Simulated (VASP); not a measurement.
# Rh (I4/mmm) in VASP: a series of runs

The runs below take Rh through single point, with PBE.

Program: VASP 6.6.1. These are calculated values, not measurements. Logs are shortened: lines on timing, memory, paths and dates and some standing lists are left out, and cuts for length are marked.

### Step 1. The cell of the first run

The structure is tetragonal, space group I4/mmm (No. 139). Conventional cell: a = 2.726 Å, b = 2.726 Å, c = 3.701 Å, α = 90.00°, β = 90.00°, γ = 90.00°. Rh (site symmetry 4/mmm) has 12 Rh at 2.67 to 2.73 Å within 3.5 Å.

### Step 2. Single point, PBE

Contents of INCAR:

```
PREC = Accurate ; ENCUT = 520
EDIFF = 1E-6 ; ISMEAR = 0
SIGMA = 0.15 ; LREAL = False
LASPH = True ; NELM = 60
ALGO = Fast ; ISIF = 2
LWAVE = False ; LCHARG = True
GGA = PE ; LELF = True
LVHAR = True ; NBANDS = 14
```

Contents of KPOINTS:

```
regular mesh
0
Gamma
  24 24 24
```

Contents of POSCAR:

```
Rh
1.0
    0.0000000000      1.9276018674      1.8504977927
    1.9276018674      0.0000000000      1.8504977927
    1.9276018674      1.9276018674      0.0000000000
Rh
1
Direct
    0.0000000000      0.0000000000      0.0000000000
```

Potentials or basis: VASP PAW PBE potentials, release 64 (Rh_pv).

The run is started by

```bash
> cat potpaw_PBE.64/Rh_pv/POTCAR > POTCAR
> mpirun -np 1 vasp_std > vasp.out
```

OUTCAR:

```text
PREC = Accurate
   ENCUT = 520
   EDIFF = 1E-6
   ISMEAR = 0
   LREAL = False
   LASPH = True
   NELM = 60
   ISIF = 2
   GGA = PE

 ion  position               nearest neighbor table
   1  0.000  0.000  0.000-

  LATTYP: Found a body centered tetragonal cell.
 ALAT       =     2.7260407037
 C/A-ratio  =     1.3576450199

  Lattice vectors:

 A1 = (   0.0000000000,  -1.9276018674,  -1.8504977927)
 A2 = (   0.0000000000,   1.9276018674,  -1.8504977927)
 A3 = (   1.9276018674,   0.0000000000,   1.8504977927)

Analysis of symmetry for initial positions (statically):
=====================================================================
 Subroutine PRICEL returns:
 Original cell was already a primitive cell.

 Routine SETGRP: Setting up the symmetry group for a
 body centered tetragonal supercell.

 Subroutine GETGRP returns: Found 16 space group operations
 (whereof 16 operations were pure point group operations)
 out of a pool of 16 trial point group operations.

The static configuration has the point symmetry D_4h.

Analysis of symmetry for dynamics (positions and initial velocities):
=====================================================================
 Subroutine PRICEL returns:
 Original cell was already a primitive cell.

 Routine SETGRP: Setting up the symmetry group for a
 body centered tetragonal supercell.

 Subroutine GETGRP returns: Found 16 space group operations
 (whereof 16 operations were pure point group operations)
 out of a pool of 16 trial point group operations.

The dynamic configuration has the point symmetry D_4h.

 Subroutine INISYM returns: Found 16 space group operations
 (whereof 16 operations are pure point group operations),
 and found     1 'primitive' translations

----------------------------------------------------------------------------------------

                                     Primitive cell

  volume of cell :      13.7516

  direct lattice vectors                    reciprocal lattice vectors
     0.000000000  1.927601867  1.850497793    -0.259389664  0.259389664  0.270197566
     1.927601867  0.000000000  1.850497793     0.259389664 -0.259389664  0.270197566
     1.927601867  1.927601867  0.000000000     0.259389664  0.259389664 -0.270197566

  length of vectors
     2.672076167  2.672076167  2.726040704     0.455601493  0.455601493  0.455601493

  position of ions in fractional coordinates (direct lattice)
     0.000000000  0.000000000  0.000000000

  ion indices of the primitive-cell ions
   primitive index   ion index
                 1           1

[... 77 lines left out ...]
   ISIF   =      2    stress and relaxation
   ISYM   =      2    0-nonsym 1-usesym 2-fastsym
   POTIM  = 0.5000    time-step for ionic-motion
   TEBEG  =    0.0;   TEEND  =   0.0 temperature during run
   PSTRESS=    0.0 pullay stress
   NELECT =      15.0000    total number of electrons
   NUPDOWN=      -1.0000    fix difference up-down
   EMIN   =  10.00;   EMAX   =-10.00  energy-range for DOS
   EFERMI =   0.00;   METHOD = LEGACY
   ISMEAR =     0;   SIGMA  =   0.15  broadening in eV -4-tet -1-fermi 0-gaus
   EFERMI_NEDOS =   21; number of points for ismear=-14 and -15
   IALGO  =     68    algorithm
   IMIX   =      4    mixing-type and parameters
     AMIX     =   0.40;   BMIX     =  1.00
     AMIX_MAG =   1.60;   BMIX_MAG =  1.00
  volume/ion in A,a.u.               =      13.75        92.80
  Fermi-wavevector in a.u.,A,eV,Ry     =   1.685211  3.184586 38.639656  2.839935
  Thomas-Fermi vector in A             =   2.768095
   LORBIT       =      0    0 simple, 1 ext, 2 COOP (PROOUT), +10 PAW based schemes
   GGA     = PE    functional components
   LHFCALC =     F    Hartree Fock is set to
   AEXX    =    0.0000 exact exchange contribution
   IVDW    =     0    specifies the selected vdW correction
   LEPSILON=     F    determine dielectric tensor
   LRPA    =     F    only Hartree local field effects (RPA)
 non-spin polarized calculation
 RMM-DIIS sequential band-by-band and
 Gauss-broadening in eV      SIGMA  =   0.15
  energy-cutoff  :      520.00
  volume of cell :       13.75
 maximum number of plane-waves:       386
   NGX =  9   NGY =  9   NGZ = 11

 number of electron      15.0000006 magnetization

 Free energy of the ion-electron system (eV)
  ---------------------------------------------------
  ext. energy  EPLUGINS =         0.00000000
  ---------------------------------------------------
  free energy    TOTEN  =        -7.24910940 eV

  energy without entropy =       -7.23465842  energy(sigma->0) =       -7.24188391

 E-fermi :  11.8906     XC(G=0): -14.0303

 val. band max:       11.8864334595   @ k =   0.3333   0.1250   0.0000
 cond. band min:      11.8918351072   @ k =  -0.4583   0.4167   0.0833
 fundamental gap:      0.0054016476
 Fermi energy:        11.8905621672

 k-point     1 :       0.0000    0.0000    0.0000
  band No.  band energies     occupation
      1     -34.4870      2.00000
      2     -34.4870      2.00000
      3     -34.4630      2.00000
      4       3.9431      2.00000
      5       8.6909      2.00000
      6       8.6909      2.00000
      7       9.1141      2.00000
      8      10.6387      2.00000
      9      11.1543      2.00000
     10      27.9264      0.00000
     11      32.4315      0.00000
     12      32.9352      0.00000
     13      32.9352      0.00000
     14      34.2405      0.00000
[... 377 lines left out ...]
      1     -35.1881      2.00000
      2     -34.6118      2.00000
      3     -34.5548      2.00000
      4       5.8630      2.00000
      5       8.6043      2.00000
      6       8.9627      2.00000
      7      11.4086      1.99999
      8      12.5378      0.00000
      9      13.0110      0.00000
     10      21.1100      0.00000
     11      27.6102      0.00000
     12      32.4324      0.00000
     13      32.8189      0.00000
     14      33.8366      0.00000

 [... further k-points ...]
[... 5 lines left out ...]
  --------------------------------------------------------------------------------------
  -------------------------------------------------------------------------------------
  Total        0.2446498      0.2446498      1.0737027      0.0000000      0.0000000     -0.0000000
  in kB       28.5037614     28.5037614    125.0954170      0.0000000      0.0000000     -0.0000000
  external PRESSURE =      60.7009800 kB  Pullay stress =       0.0000000 kB

 VOLUME and BASIS-vectors are now :
 -----------------------------------------------------------------------------
  energy-cutoff  :      520.00
  volume of cell :       13.75
      direct lattice vectors                 reciprocal lattice vectors
     0.000000000  1.927601867  1.850497793    -0.259389664  0.259389664  0.270197566
     1.927601867  0.000000000  1.850497793     0.259389664 -0.259389664  0.270197566
     1.927601867  1.927601867  0.000000000     0.259389664  0.259389664 -0.270197566

 POSITION                                       TOTAL-FORCE (eV/Angst)
 -----------------------------------------------------------------------------------
      0.00000      0.00000      0.00000        -0.000000      0.000000      0.000000
 -----------------------------------------------------------------------------------
    total drift:                                0.000000      0.000000      0.000000

  FREE ENERGIE OF THE ION-ELECTRON SYSTEM (eV)
  ---------------------------------------------------
  free  energy   TOTEN  =        -7.2491093976 eV

  energy  without entropy=       -7.2346584162  energy(sigma->0) =       -7.24188391
```

OSZICAR:

```text
N       E                     dE             d eps       ncg     rms          rms(c)
DAV:   1     0.120543508476E+03    0.12054E+03   -0.87766E+03 29848   0.115E+03
DAV:   2    -0.617217291718E+01   -0.12672E+03   -0.12114E+03 33064   0.341E+02
DAV:   3    -0.774079515234E+01   -0.15686E+01   -0.15658E+01 35374   0.417E+01
DAV:   4    -0.774663403581E+01   -0.58389E-02   -0.58387E-02 34542   0.261E+00
DAV:   5    -0.774668595254E+01   -0.51917E-04   -0.51917E-04 34654   0.217E-01    0.102E+01
RMM:   6    -0.726840824691E+01    0.47828E+00   -0.77290E-01 31764   0.864E+00    0.361E+00
RMM:   7    -0.725242136097E+01    0.15987E-01   -0.31566E-02 32554   0.192E+00    0.165E+00
RMM:   8    -0.724940016462E+01    0.30212E-02   -0.58591E-03 35285   0.858E-01    0.239E-01
RMM:   9    -0.724910336393E+01    0.29680E-03   -0.64201E-04 36568   0.284E-01    0.160E-02
RMM:  10    -0.724911206626E+01   -0.87023E-05   -0.71259E-05 36738   0.108E-01    0.150E-02
RMM:  11    -0.724910952205E+01    0.25442E-05   -0.41078E-06 33833   0.254E-02    0.246E-03
RMM:  12    -0.724910939764E+01    0.12441E-06   -0.87646E-07 24958   0.119E-02
   1 F= -.72491094E+01 E0= -.72418839E+01  d E =-.144510E-01
```

stdout:

```text
POSCAR found type information on POSCAR Rh
 POSCAR found :  1 types and       1 ions
 scaLAPACK will be used
 LDA part: xc-table for (Slater+PW92), standard interpolation
 POSCAR, INCAR and KPOINTS ok, starting setup
 FFT: planning ... GRIDC
 FFT: planning ... GRID_SOFT
 FFT: planning ... GRID
 WAVECAR not read
 entering main loop
WARNING in EDDRMM: call to ZHEGV failed, returncode =   8  4     13
WARNING in EDDRMM: call to ZHEGV failed, returncode =   8  4     13
WARNING in EDDRMM: call to ZHEGV failed, returncode =   8  4     14
WARNING in EDDRMM: call to ZHEGV failed, returncode =   8  4     14
WARNING in EDDRMM: call to ZHEGV failed, returncode =   8  4     13
WARNING in EDDRMM: call to ZHEGV failed, returncode =   6  3     13
WARNING in EDDRMM: call to ZHEGV failed, returncode =   8  4     13
```

Wall time 1.9 min (1 thread of Intel Xeon Platinum 8488C (Sapphire Rapids), shared host); peak memory 0.28 GiB.

What came out:

```yaml
Free_energy: -7.2491 eV
Pressure: 6.1 GPa
Band_gap_on_the_k_mesh: zero (an odd number of electrons rules out a gap without spin polarisation)
```

Caveat: the cell stands under pressure.

### Step 3. Single point, PBE

Contents of INCAR:

```
SYSTEM = Rh
PREC     = Accurate       ! precision mode
ENCUT    = 520            ! plane-wave cutoff, eV
EDIFF    = 1E-6           ! SCF threshold, eV
ISMEAR   = 0              ! smearing method
SIGMA    = 0.15           ! smearing width, eV
LREAL    = .FALSE.        ! projectors in reciprocal space
LASPH    = .TRUE.         ! aspherical terms in the spheres
NELM     = 100            ! most SCF steps
ALGO     = Fast           ! electronic algorithm
ISIF     = 2              ! what is computed and relaxed
LWAVE    = .FALSE.        ! write WAVECAR
LCHARG   = .FALSE.        ! write CHGCAR
GGA      = PE             ! functional
NBANDS   = 14             ! bands
```

Contents of KPOINTS:

```
Automatic mesh
0
G
  24 24 24
  0 0 0
```

Contents of POSCAR:

```
Rh
1.0
    0.0000000000      1.8708744746      1.9644181983
    1.8708744746      0.0000000000      1.9644181983
    1.8708744746      1.8708744746      0.0000000000
Rh
1
Direct
    0.0000000000      0.0000000000      0.0000000000
```

Potentials or basis: VASP PAW PBE potentials, release 64 (Rh_pv).

The run is started by

```bash
> cat potpaw_PBE.64/Rh_pv/POTCAR > POTCAR
> mpirun -np 1 vasp_std > vasp.out
```

OUTCAR:

```text
SYSTEM = Rh
   PREC = Accurate
   ENCUT = 520
   EDIFF = 1E-6
   ISMEAR = 0
   LREAL = .FALSE.
   LASPH = .TRUE.
   NELM = 100
   ISIF = 2
   GGA = PE

 ion  position               nearest neighbor table
   1  0.000  0.000  0.000-

  LATTYP: Found a body centered tetragonal cell.
 ALAT       =     2.6458160555
 C/A-ratio  =     1.4849242405

  Lattice vectors:

 A1 = (  -1.8708744746,   0.0000000000,   1.9644181983)
 A2 = (   1.8708744746,   0.0000000000,   1.9644181983)
 A3 = (   0.0000000000,   1.8708744746,  -1.9644181983)

Analysis of symmetry for initial positions (statically):
=====================================================================
 Subroutine PRICEL returns:
 Original cell was already a primitive cell.

 Routine SETGRP: Setting up the symmetry group for a
 body centered tetragonal supercell.

 Subroutine GETGRP returns: Found 16 space group operations
 (whereof 16 operations were pure point group operations)
 out of a pool of 16 trial point group operations.

The static configuration has the point symmetry D_4h.

Analysis of symmetry for dynamics (positions and initial velocities):
=====================================================================
[... 163 lines left out ...]

 k-point     1 :       0.0000    0.0000    0.0000
  band No.  band energies     occupation
      1     -34.4971      2.00000
      2     -34.4681      2.00000
      3     -34.4681      2.00000
      4       3.9436      2.00000
      5       8.4726      2.00000
      6       9.0170      2.00000
      7       9.0170      2.00000
      8      10.5654      2.00000
      9      11.2224      2.00000
     10      27.9384      0.00000
     11      32.3945      0.00000
     12      32.4344      0.00000
     13      33.8626      0.00000
     14      33.8626      0.00000
[... 377 lines left out ...]
      1     -35.1839      2.00000
      2     -34.6161      2.00000
      3     -34.5462      2.00000
      4       5.8657      2.00000
      5       8.4613      2.00000
      6       9.1074      2.00000
      7      11.5544      1.99844
      8      12.3154      0.00006
      9      13.0237      0.00000
     10      21.1716      0.00000
     11      27.5625      0.00000
     12      32.4344      0.00000
     13      33.1370      0.00000
     14      33.6161      0.00000

 [... further k-points ...]
[... 5 lines left out ...]
  --------------------------------------------------------------------------------------
  -------------------------------------------------------------------------------------
  Total        0.8907126      0.8907126     -0.1801108      0.0000000      0.0000000      0.0000000
  in kB      103.7755211    103.7755211    -20.9844248      0.0000000      0.0000000      0.0000000
  external PRESSURE =      62.1888725 kB  Pullay stress =       0.0000000 kB

 VOLUME and BASIS-vectors are now :
 -----------------------------------------------------------------------------
  energy-cutoff  :      520.00
  volume of cell :       13.75
      direct lattice vectors                 reciprocal lattice vectors
     0.000000000  1.870874475  1.964418198    -0.267254702  0.267254702  0.254528288
     1.870874475  0.000000000  1.964418198     0.267254702 -0.267254702  0.254528288
     1.870874475  1.870874475  0.000000000     0.267254702  0.267254702 -0.254528288

 POSITION                                       TOTAL-FORCE (eV/Angst)
 -----------------------------------------------------------------------------------
      0.00000      0.00000      0.00000        -0.000000      0.000000      0.000000
 -----------------------------------------------------------------------------------
    total drift:                                0.000000     -0.000000      0.000000

  FREE ENERGIE OF THE ION-ELECTRON SYSTEM (eV)
  ---------------------------------------------------
  free  energy   TOTEN  =        -7.2433550966 eV

  energy  without entropy=       -7.2288732586  energy(sigma->0) =       -7.23611418
```

OSZICAR:

```text
N       E                     dE             d eps       ncg     rms          rms(c)
DAV:   1     0.120453062548E+03    0.12045E+03   -0.87737E+03 29870   0.115E+03
DAV:   2    -0.615360431248E+01   -0.12661E+03   -0.12099E+03 33346   0.340E+02
DAV:   3    -0.773368943905E+01   -0.15801E+01   -0.15773E+01 35542   0.418E+01
DAV:   4    -0.773957576785E+01   -0.58863E-02   -0.58861E-02 34318   0.262E+00
DAV:   5    -0.773962803040E+01   -0.52263E-04   -0.52262E-04 34804   0.217E-01    0.102E+01
RMM:   6    -0.726262710345E+01    0.47700E+00   -0.77079E-01 31759   0.862E+00    0.362E+00
RMM:   7    -0.724664552161E+01    0.15982E-01   -0.31644E-02 32554   0.192E+00    0.165E+00
RMM:   8    -0.724364624923E+01    0.29993E-02   -0.58693E-03 35249   0.859E-01    0.240E-01
RMM:   9    -0.724334910733E+01    0.29714E-03   -0.64051E-04 36559   0.284E-01    0.164E-02
RMM:  10    -0.724335782330E+01   -0.87160E-05   -0.71531E-05 36739   0.108E-01    0.152E-02
RMM:  11    -0.724335510939E+01    0.27139E-05   -0.39870E-06 33776   0.251E-02    0.234E-03
RMM:  12    -0.724335509661E+01    0.12787E-07   -0.85020E-07 24940   0.118E-02
   1 F= -.72433551E+01 E0= -.72361142E+01  d E =-.144818E-01
```

Wall time 94 s (1 thread of Intel Xeon Platinum 8488C (Sapphire Rapids), shared host); peak memory 0.28 GiB.

Results:

| Property | Result |
| --- | --- |
| Free energy | -7.2434 eV |
| Pressure | 6.2 GPa |
| Band gap on the k mesh | zero (an odd number of electrons rules out a gap without spin polarisation) |

Caveat: the cell stands under pressure.
